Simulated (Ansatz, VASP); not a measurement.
**C in VASP and in Ansatz**

INCAR

```
SYSTEM = C
ALGO = Normal
EDIFF = 1E-6
ENCUT = 520
GGA = CA
ISIF = 2
ISMEAR = 0
LASPH = .True.
LCHARG = .False.
LREAL = .False.
LWAVE = .False.
NBANDS = 36
NELM = 80
PREC = Accurate
SIGMA = 0.05
```

The input KPOINTS:

```
k-points
0
Gamma
  12 12 2
  0 0 0
```

Contents of POSCAR:

```
C
1.0
    2.3177000000      0.0000000000      0.0000000000
   -1.1588500000      2.0071870784      0.0000000000
    0.0000000000      0.0000000000     12.4967000000
C
12
Direct
    0.0000000000      0.0000000000      0.1868599868
    0.0000000000      0.0000000000      0.6868599868
    0.0000000000      0.0000000000      0.3131400132
    0.0000000000      0.0000000000      0.8131400132
    0.3333333333      0.6666666667      0.5207718743
    0.6666666667      0.3333333333      0.0207718743
    0.3333333333      0.6666666667      0.9792281257
    0.6666666667      0.3333333333      0.4792281257
    0.3333333333      0.6666666667      0.6450609412
    0.6666666667      0.3333333333      0.1450609412
    0.3333333333      0.6666666667      0.8549390588
    0.6666666667      0.3333333333      0.3549390588
```

Input for Ansatz:

```yaml
crystal:
  lattice:
    - [2.3177, 0.0, 0.0]
    - [-1.15885, 2.0071870784, 0.0]
    - [0.0, 0.0, 12.4967]
  atoms:
    - { symbol: C, position: [0.0, 0.0, 0.1868599868] }
    - { symbol: C, position: [0.0, 0.0, 0.6868599868] }
    - { symbol: C, position: [0.0, 0.0, 0.3131400132] }
    - { symbol: C, position: [0.0, 0.0, 0.8131400132] }
    - { symbol: C, position: [0.3333333333, 0.6666666667, 0.5207718743] }
    - { symbol: C, position: [0.6666666667, 0.3333333333, 0.0207718743] }
    - { symbol: C, position: [0.3333333333, 0.6666666667, 0.9792281257] }
    - { symbol: C, position: [0.6666666667, 0.3333333333, 0.4792281257] }
    - { symbol: C, position: [0.3333333333, 0.6666666667, 0.6450609412] }
    - { symbol: C, position: [0.6666666667, 0.3333333333, 0.1450609412] }
    - { symbol: C, position: [0.3333333333, 0.6666666667, 0.8549390588] }
    - { symbol: C, position: [0.6666666667, 0.3333333333, 0.3549390588] }
basis:
  ecutwfc: 520.0
kpoints:
  mp_grid: { grid: [12, 12, 2] }
hamiltonian:
  xc: lda
  pseudopotentials: { kind: paw, azcp: { folder: soft_1 } }
scf:
  occupations: { method: gaussian, width: 0.05 }
output:
  forces: true
  stress: true
  eigenvalues: true
```

Alike in both runs: task single point; functional LDA; k mesh 12 × 12 × 2; occupations gaussian, width 0.05 eV; no spin polarisation.

```csv
,VASP,Ansatz
version,VASP 6.6.1,Ansatz 0.2.0
potentials or method,"VASP PAW LDA potentials, release 64 (C), cutoff 520 eV","scalar-relativistic, plane waves, PAW"
valence electrons in the cell,48,48
```

|  | VASP | Ansatz | Ansatz less VASP |
| --- | --- | --- | --- |
| gap on the k mesh at the Fermi level (eV) | 3.27 | 3.27 | 0.000 |
| least direct gap on the mesh (eV) | 3.27 | 3.27 | 0.000 |
| rms of the force components (eV/Å) | 0.440 | 0.421 | -0.0184 |

Ansatz warns that its potentials were made for another functional, while VASP's fit it. LDA's correlation is that of Perdew and Zunger in VASP and of Perdew and Wang (1992) in Ansatz. Atom by atom the forces differ by 0.019 eV/Å (rms over components).
